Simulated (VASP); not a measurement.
Pd: single point with PBEsol

Crystal: Pd.

```
CELL_PARAMETERS angstrom
2.80210 0.00000 0.00000
-1.40105 2.42669 0.00000
0.00000 0.00000 4.65955
ATOMIC_POSITIONS crystal
Pd 0.33333 0.66667 0.25000
Pd 0.66667 0.33333 0.75000
```

This cell differs from its parent crystal: volume scaled by 1.02.

```yaml
Program: VASP 6.6.1
Task: single point
Functional: PBEsol
Potentials_or_basis: VASP PAW PBE potentials, release 64 (Pd)
Cutoff: 520 eV
k_mesh: 11 × 11 × 6
Occupations: fermi-dirac, width 0.05 eV
Spin: no spin polarisation
```

```json
{
  "Pressure": "-13.2 GPa",
  "Band gap on the k mesh": "zero (band 10 reaches 8.60 eV, above the bottom of band 11 at 7.83 eV)"
}
```

Stress tensor (GPa, compression positive):
```
-13.35   0.00   0.00
  0.00 -13.35   0.00
  0.00   0.00 -12.91
```

Levels at points of the mesh, in eV from the Fermi level:
```csv
k point,band 7,band 8,band 9,band 10,band 11,band 12,band 13,band 14
"(0.00, 0.00, 0.00)",-2.15,-1.51,-1.51,-0.22,-0.22,0.93,6.44,16.97
"(0.00, 0.00, 0.50)",-2.51,-2.51,-0.64,-0.64,-0.64,-0.64,13.48,13.48
```

It took 47 s on 1 thread of Intel Xeon 6975P-C, with other jobs on the host, peak memory 0.17 GiB.

Caveat: the PAW data sets were made with another functional, which shifts forces and pressure a little.
